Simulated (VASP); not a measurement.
A run of VASP 6.6.1 is set up as follows.

The input INCAR:

```
ALGO = Normal
EDIFF = 1E-7
ENCUT = 520
GGA = PE
ISIF = 2
ISMEAR = 0
IVDW = 12
LASPH = True
LCHARG = True
LELF = True
LREAL = False
LVHAR = True
LWAVE = False
NBANDS = 17
NELM = 100
PREC = Accurate
SIGMA = 0.03
```

KPOINTS

```
k-points
0
Gamma
  10 10 10
```

Contents of POSCAR:

```
PbSe
1.0
   -0.0843449018      2.8140526321      3.0670873374
    2.8140526321     -0.0843449018      3.0670873374
    2.7297077303      2.7297077303      0.0000000000
Pb Se
1 1
Direct
    0.0000000000      0.0000000000      0.0000000000
    0.5000000000      0.5000000000      0.5000000000
```

Potentials or basis: VASP PAW PBE potentials, release 64 (Pb_d, Se).

Run with:

```bash
$ cat potpaw_PBE.64/Pb_d/POTCAR potpaw_PBE.64/Se/POTCAR > POTCAR
$ mpirun -np 1 vasp_std > vasp.out
```

(1) Estimate the pressure.

(2) Estimate the dispersion energy per atom.

(3) Estimate the band gap on the k mesh.

Answers

(1) 14.4 GPa.

(2) -0.437 eV.

(3) zero (bands 10 and 11 overlap by 0.08 eV).

Caveat: the cell stands under pressure; semilocal functionals underestimate gaps, so a narrow gap can read as zero; spin-orbit coupling is left out, which moves the levels of the heavy elements.
